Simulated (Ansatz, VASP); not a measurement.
**As in VASP and in Ansatz**

File INCAR:

```
ALGO = Normal ; EDIFF = 1E-7
EDIFFG = -0.01 ; ENCUT = 600
GGA = PE ; IBRION = 2
ISIF = 3 ; ISMEAR = 0
LASPH = True ; LCHARG = False
LREAL = False ; LWAVE = False
NELM = 80 ; NSW = 100
PREC = Accurate ; SIGMA = 0.1
```

KPOINTS

```
k-points
0
Gamma
  20 20 20
```

POSCAR

```
As
1.0
    2.7472368856      0.0000000000      0.0000000000
    0.0000000000      2.7472368856      0.0000000000
    0.0000000000      0.0000000000      2.7472368856
As
1
Direct
    0.0000000000      0.0000000000      0.0000000000
```

Input for Ansatz:

```yaml
crystal:
  lattice:
    - [2.7472368856, 0.0, 0.0]
    - [0.0, 2.7472368856, 0.0]
    - [0.0, 0.0, 2.7472368856]
  atoms:
    - { symbol: As, position: [0.0, 0.0, 0.0] }
basis:
  ecutwfc: 420
kpoints:
  mp_grid: { grid: [20, 20, 20] }
hamiltonian:
  xc: pbe
scf:
  occupations: { method: gaussian, width: 0.1 }
output:
  forces: true
  stress: true
  eigenvalues: true
relax:
  adjacent_minimum: "off"
  f_tol: 0.01
  max_steps: 80
  cell: { stress_tol: 0.05 }
```

Alike in both runs: task relaxation of cell and atoms; functional PBE; k mesh 20 × 20 × 20; occupations gaussian, width 0.1 eV; no spin polarisation.

|  | VASP | Ansatz |
| --- | --- | --- |
| version | VASP 6.6.1 | Ansatz 0.2.0 |
| potentials or method | VASP PAW PBE potentials, release 64 (As), cutoff 600 eV | scalar-relativistic, plane waves, PAW |
| valence electrons in the cell | 5 | 15 |

```csv
,VASP,Ansatz,Ansatz less VASP
"gap on the k mesh at the Fermi level, each at its own relaxed structure (eV)",none,none,-
relaxed volume (Å³/atom),20.39,20.36,-0.033
relaxed length of the cell vector where the two differ most in proportion (Å),2.732,2.731,-0.0015
```

A gap of «none» marks a metal or a gap that the smearing closes. VASP's potentials hold 5 valence electrons a cell and Ansatz's 15, so a difference there can come from the potentials and not from the codes.
